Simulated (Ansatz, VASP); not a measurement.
MnO: VASP beside Ansatz

INCAR

```
PREC = Accurate
ENCUT = 600
EDIFF = 1E-6
ISMEAR = -1
SIGMA = 0.15
LREAL = F
LASPH = T
NELM = 200
ALGO = Normal
ISIF = 2
LWAVE = F
LCHARG = F
ISPIN = 2
MAGMOM = 5 0
LORBIT = 11
LMAXMIX = 4
GGA = PE
NBANDS = 20
GGA_COMPAT = F
```

KPOINTS

```
Automatic mesh
0
Gamma
  3 3 3
```

POSCAR

```
MnO
1.0
    0.0000000000      2.1750000000      2.1750000000
    2.1750000000      0.0000000000      2.1750000000
    2.1750000000      2.1750000000      0.0000000000
Mn O
1 1
Direct
    0.0000000000      0.0000000000      0.0000000000
    0.4195402299      0.4195402299     -0.4195402299
```

Input for Ansatz:

```yaml
crystal:
  atoms:
  - position: [0.0, 0.0, 0.0]
    spin: 5
    symbol: Mn
  - position: [0.4195402298850575, 0.4195402298850575, -0.4195402298850575]
    symbol: O
  lattice:
  - [0.0, 2.175, 2.175]
  - [2.175, 0.0, 2.175]
  - [2.175, 2.175, 0.0]
hamiltonian:
  dispersion: none
  pseudopotentials:
    kind: all_electron
    lapw:
      basis_error: 0.025 meV
      muffin_tin_radii: {Mn: 0.9525, O: 0.7938}
    relativity: scalar
  xc: pbe
kpoints:
  mp_grid:
    grid: [3, 3, 3]
    shift: [0, 0, 0]
magnetization: {spin_polarized: true}
output: {forces: true, stress: true}
scf:
  convergence: {dr2_threshold: 1e-10 eV}
  lower_state_search: 'off'
  max_iter: 200
  occupations: {method: fermi_dirac, width: 0.15}
```

Alike in both runs: task single point; functional PBE; k mesh 3 × 3 × 3; occupations fermi-dirac, width 0.15 eV; collinear spin.

|  | VASP | Ansatz |
| --- | --- | --- |
| version | VASP 6.6.1 | Ansatz 0.2 development build |
| potentials or method | VASP PAW PBE potentials, release 64 (Mn_pv, O), cutoff 600 eV | all-electron full-potential LAPW, scalar-relativistic |

|  | VASP | Ansatz | Ansatz less VASP |
| --- | --- | --- | --- |
| pressure (GPa) | 22.1 | 21.7 | -0.39 |
| traceless stress, the component that is largest in VASP (GPa) | 21.12 | 20.38 | -0.743 |
| rms of the force components (eV/Å) | 1.771 | 1.714 | -0.0568 |
| net moment per atom (μB) | 2.30 | 2.30 | 0.000 |
| size of the moment on the site where the two differ most (μB) | 4.13 | 3.76 | -0.367 |

Site moments also hang on the region over which each program counts them. Atom by atom the forces differ by 0.057 eV/Å (rms over components). Ansatz ran all-electron here, and VASP with PAW potentials.

The k mesh is coarse, so the values compare programs but aren't converged.
